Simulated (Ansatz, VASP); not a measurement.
# Two plane-wave programs on CaO

```
CELL_PARAMETERS angstrom
1.67478 0.96694 5.82668
-1.67478 0.96694 5.82668
0.00000 -1.93387 5.82668
ATOMIC_POSITIONS crystal
Ca 0.58446 0.58446 0.58446
Ca 0.41493 0.41493 0.41493
O 0.99889 0.99889 0.99889
O 0.16838 0.16838 0.16838
```

Alike in both runs: task single point; functional r2SCAN; k mesh 12 × 12 × 12; occupations gaussian, width 0.02 eV; no spin polarisation.

|  | VASP | Ansatz |
| --- | --- | --- |
| version | VASP 6.6.1 | Ansatz 0.2.0 |
| potentials or method | VASP PAW PBE potentials, release 64 (Ca_sv, O), cutoff 520 eV | scalar-relativistic, plane waves, PAW |
| valence electrons in the cell | 32 | 32 |

Ansatz gave:

* gap on the k mesh at the Fermi level (eV): 4.22
* least direct gap on the mesh (eV): 4.60
* pressure (GPa): -2.6
* traceless stress, the component that is largest in VASP (GPa): -0.14
* rms of the force components (eV/Å): 0.011

What did VASP give for the same quantities?

gap on the k mesh at the Fermi level (eV): 4.20; least direct gap on the mesh (eV): 4.59; pressure (GPa): -1.6; traceless stress, the component that is largest in VASP (GPa): -0.05; rms of the force components (eV/Å): 0.015.

VASP's potentials were made for PBE, not for r2SCAN. Atom by atom the forces differ by 0.004 eV/Å (rms over components).
